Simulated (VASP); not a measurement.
Write the native input for VASP 6.6.1 that does the following.

| Item | Value |
| --- | --- |
| Task | relaxation of cell and atoms |
| Functional | LDA |
| Potentials or basis | VASP PAW LDA potentials, release 64 (Cu, I) |
| Cutoff | 600 eV |
| k mesh | 10 × 10 × 6 |
| Occupations | fermi-dirac, width 0.08 eV |
| Spin | no spin polarisation |
| Target pressure | -0.65 GPa |
| Dipole correction | no |
| Further INCAR settings | ALGO = Normal; EDIFF = 1e-06; IBRION = 2; EDIFFG = -0.005; NSW = 60; ISIF = 3 |

The structure of CuI (NiAs type) lies in POSCAR:

```
CuI
1.0
    3.9854885688      0.0000000000      0.0000000000
   -1.9927442844      3.4515343471      0.0000000000
    0.0000000000      0.0000000000      6.1775072817
Cu I
2 2
Direct
    0.0000000000      0.0000000000      0.0000000000
    0.0000000000      0.0000000000      0.5000000000
    0.3333333333      0.6666666667      0.2500000000
    0.6666666667      0.3333333333      0.7500000000
```

These files were run (other wordings do the same):

INCAR

```
PREC = Accurate ; ENCUT = 600
EDIFF = 1E-6 ; ISMEAR = -1
SIGMA = 0.08 ; LREAL = False
LASPH = True ; NELM = 100
ALGO = Normal ; ISIF = 3
LWAVE = False ; LCHARG = False
IBRION = 2 ; NSW = 60
EDIFFG = -0.005 ; PSTRESS = -6.5
```

KPOINTS

```
Automatic mesh
0
Gamma
  10 10 6
```

Potentials or basis: VASP PAW LDA potentials, release 64 (Cu, I).

Launch:

```bash
$ cat potpaw_LDA.64/Cu/POTCAR potpaw_LDA.64/I/POTCAR > POTCAR
$ mpirun -np 1 vasp_std > vasp.out
```

It gave:

```
Relaxed volume                                             : 21.65 Å³/atom
Relaxed cell                                               : a = 4.067 Å, b = 4.067 Å, c = 6.046 Å, α = 90.00°, β = 90.00°, γ = 120.00°
Space group after relaxing (to 0.1 Å)                      : P6_3/mmc (No. 194)
Energy change on relaxing (the run minimises the enthalpy) : -1.4 meV/atom
Ionic steps                                                : 12
Pressure after relaxing                                    : -0.6 GPa
Band gap on the k mesh                                     : 0.46 eV (least direct gap 0.92 eV)
```

Caveat: the cell is relaxed towards a set pressure, so the run minimises the enthalpy, not the energy; semilocal functionals underestimate gaps, and a narrow one can read as zero; spin-orbit coupling is left out, which moves the levels of the heavy elements.

Run time: 16 min on 1 thread of Oxide Virtual Turin-like Processor, on a shared host, peak memory 0.25 GiB.
